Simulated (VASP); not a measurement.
# TiO2 (P4_2/mnm) in VASP: a series of runs, part 3 of 3

VASP 6.6.1. The steps go on from the part before.

### 6 Single point, r2SCAN+U (biaxial strain in the a-b plane: -4.5 %, then relaxed in part)

POSCAR reads:

```
TiO2
1.0
    4.3904551773      0.0000000000      0.0000000000
    0.0000000000      4.3904551773      0.0000000000
    0.0000000000      0.0000000000      3.0973281063
Ti O
2 4
Direct
    0.5000000000      0.5000000000      0.0000000000
    0.0000000000      0.0000000000      0.5000000000
    0.6944576665      0.6944576665      0.5000000000
    0.8055423335      0.1944576665      0.0000000000
    0.1944576665      0.8055423335      0.0000000000
    0.3055423335      0.3055423335      0.5000000000
```

INCAR.step1 reads:

```
PREC = Accurate
ENCUT = 520
ISMEAR = 0
SIGMA = 0.02
LREAL = F
LASPH = T
NELM = 150
LMAXMIX = 4
LDAU = T
LDAUTYPE = 2
LDAUL = 2 -1
LDAUU = 4 0
LDAUJ = 0 0
NBANDS = 33
GGA = PE
ALGO = Normal
EDIFF = 1E-4
LWAVE = T
LCHARG = F
```

INCAR.step2 reads:

```
PREC = Accurate
ENCUT = 520
EDIFF = 1E-6
ISMEAR = 0
SIGMA = 0.02
LREAL = F
LASPH = T
NELM = 150
ALGO = Normal
ISIF = 2
LWAVE = F
LCHARG = F
LMAXMIX = 4
LDAU = T
LDAUTYPE = 2
LDAUL = 2 -1
LDAUU = 4 0
LDAUJ = 0 0
LDAUPRINT = 1
METAGGA = R2SCAN
LMIXTAU = T
NBANDS = 33
ISTART = 1
```

KPOINTS reads:

```
regular mesh
0
Gamma
  6 6 8
```

Potentials or basis: VASP PAW PBE potentials, release 64 (Ti_sv, O).

Run with:

```console
$ cat potpaw_PBE.64/Ti_sv/POTCAR potpaw_PBE.64/O/POTCAR > POTCAR
$ cp INCAR.step1 INCAR
$ mpirun -np 1 vasp_std > vasp.out
$ cp INCAR.step2 INCAR
$ mpirun -np 1 vasp_std > vasp.out
```

OUTCAR:

```text
PREC = Accurate
   ENCUT = 520
   EDIFF = 1E-6
   ISMEAR = 0
   LREAL = F
   LASPH = T
   NELM = 150
   ISIF = 2
   METAGGA = R2SCAN
   ISTART = 1

 ion  position               nearest neighbor table
   1  0.500  0.500  0.000-   4 1.90   5 1.90   3 1.96   6 1.96   3 1.96   6 1.96
   2  0.000  0.000  0.500-   3 1.90   6 1.90   5 1.96   4 1.96   4 1.96   5 1.96
   3  0.694  0.694  0.500-   2 1.90   1 1.96   1 1.96
   4  0.806  0.194  0.000-   1 1.90   2 1.96   2 1.96
   5  0.194  0.806  0.000-   1 1.90   2 1.96   2 1.96
   6  0.306  0.306  0.500-   2 1.90   1 1.96   1 1.96

  LATTYP: Found a simple tetragonal cell.
[... 1142 lines left out ...]
  -------------------------------------------------------------------------------------
  Total        9.5166402      9.5166402      2.1347907      0.0000000      0.0000000      0.0000000
  in kB      255.3806131    255.3806131     57.2874617      0.0000000      0.0000000      0.0000000
  external PRESSURE =     189.3495627 kB  Pullay stress =       0.0000000 kB

 VOLUME and BASIS-vectors are now :
 -----------------------------------------------------------------------------
  energy-cutoff  :      520.00
  volume of cell :       59.70
      direct lattice vectors                 reciprocal lattice vectors
     4.390455177  0.000000000  0.000000000     0.227766817  0.000000000  0.000000000
     0.000000000  4.390455177  0.000000000     0.000000000  0.227766817  0.000000000
     0.000000000  0.000000000  3.097328106     0.000000000  0.000000000  0.322858918

 POSITION                                       TOTAL-FORCE (eV/Angst)
 -----------------------------------------------------------------------------------
      2.19523      2.19523      0.00000         0.000000     -0.000000      0.000000
      0.00000      0.00000      1.54866         0.000000     -0.000000      0.000000
      3.04899      3.04899      1.54866         0.008329      0.008329      0.000000
      3.53670      0.85376      0.00000        -0.008329      0.008329      0.000000
      0.85376      3.53670      0.00000         0.008329     -0.008329      0.000000
      1.34147      1.34147      1.54866        -0.008329     -0.008329      0.000000
 -----------------------------------------------------------------------------------
    total drift:                               -0.000000      0.000000     -0.000000

  FREE ENERGIE OF THE ION-ELECTRON SYSTEM (eV)
  ---------------------------------------------------
  free  energy   TOTEN  =       -64.2734030144 eV

  energy  without entropy=      -64.2734030144  energy(sigma->0) =      -64.27340301
```

Wall time 3.5 min (1 thread of Intel Xeon 6975P-C (Granite Rapids), shared host); peak memory 0.22 GiB.

What came out:

```
Free energy            : -64.2734 eV
Pressure               : 18.9 GPa
Largest force          : 0.012 eV/Å
Band gap on the k mesh : 2.96 eV, direct
```

Forces in eV/Å, atoms in the order of the input:
```
Ti   0.000  0.000  0.000
Ti   0.000  0.000  0.000
O    0.008  0.008  0.000
O   -0.008  0.008  0.000
O    0.008 -0.008  0.000
O   -0.008 -0.008  0.000
```

Stress tensor (GPa, compression positive):
```
25.54  0.00  0.00
 0.00 25.54  0.00
 0.00  0.00  5.73
```

Levels at points of the mesh, in eV from the valence-band top:
| k point | band 20 | band 21 | band 22 | band 23 | band 24 | band 25 | band 26 | band 27 | band 28 | band 29 |
| --- | --- | --- | --- | --- | --- | --- | --- | --- | --- | --- |
| (0.00, 0.00, 0.00) | -2.54 | -1.02 | -0.38 | -0.38 | 0.00 | 2.96 | 3.42 | 3.44 | 3.45 | 3.45 |
| (0.50, 0.00, 0.00) | -3.15 | -2.21 | -2.21 | -0.81 | -0.81 | 3.69 | 3.69 | 4.18 | 4.18 | 4.53 |
| (0.50, 0.50, 0.00) | -1.97 | -1.86 | -1.86 | -0.97 | -0.97 | 3.07 | 3.07 | 3.49 | 3.49 | 4.75 |
| (0.00, 0.00, 0.50) | -2.79 | -2.38 | -2.38 | -1.41 | -1.41 | 3.83 | 3.83 | 4.23 | 4.23 | 4.90 |
| (0.50, 0.00, 0.50) | -2.71 | -2.04 | -2.04 | -1.14 | -1.14 | 3.03 | 3.03 | 3.98 | 3.98 | 5.01 |
| (0.50, 0.50, 0.50) | -2.33 | -1.35 | -1.35 | -0.64 | -0.64 | 3.72 | 3.72 | 3.96 | 3.96 | 4.44 |

Eigenvalues of the final occupation matrices:
```csv
site,spin,trace,eigenvalues
site 1 d,1,0.78,0.06 0.09 0.10 0.25 0.28
site 1 d,2,0.78,0.06 0.09 0.10 0.25 0.28
site 2 d,1,0.78,0.06 0.09 0.10 0.25 0.28
site 2 d,2,0.78,0.06 0.09 0.10 0.25 0.28
```

Caveat: the cell differs from its parent crystal (biaxial strain in the a-b plane: -4.5 %, then relaxed in part); the PAW data sets were made with another functional, which shifts forces and pressure a little. A k mesh can miss the band edges.

### 7 Overview

```tsv
cell	gap on the mesh (eV)	pressure (GPa)	largest force (eV/Å)
a = 4.553, b = 4.553, c = 3.083 Å, 6 atoms	2.74	0.8	0.09
a = 4.563, b = 4.563, c = 3.083 Å, 6 atoms	2.73	-0.2	0.04
a = 4.531, b = 4.531, c = 3.128 Å, 6 atoms	2.73	-0.9	0.06
a = 4.390, b = 4.390, c = 3.074 Å, 6 atoms	2.97	21.6	0.03
a = 4.390, b = 4.390, c = 3.097 Å, 6 atoms	2.96	18.9	0.01
```

Alike in all rows: task single point; level r2SCAN+U; potentials or basis VASP PAW PBE potentials, release 64 (Ti_sv, O); no spin polarisation; Ti d U = 4.0 eV; k mesh 6 × 6 × 8; cutoff (eV) 520; smearing gaussian 0.02 eV.

Caveats: the PAW data sets were made with another functional, which shifts forces and pressure a little.

Absolute energies hang on the potentials; compare differences alone.
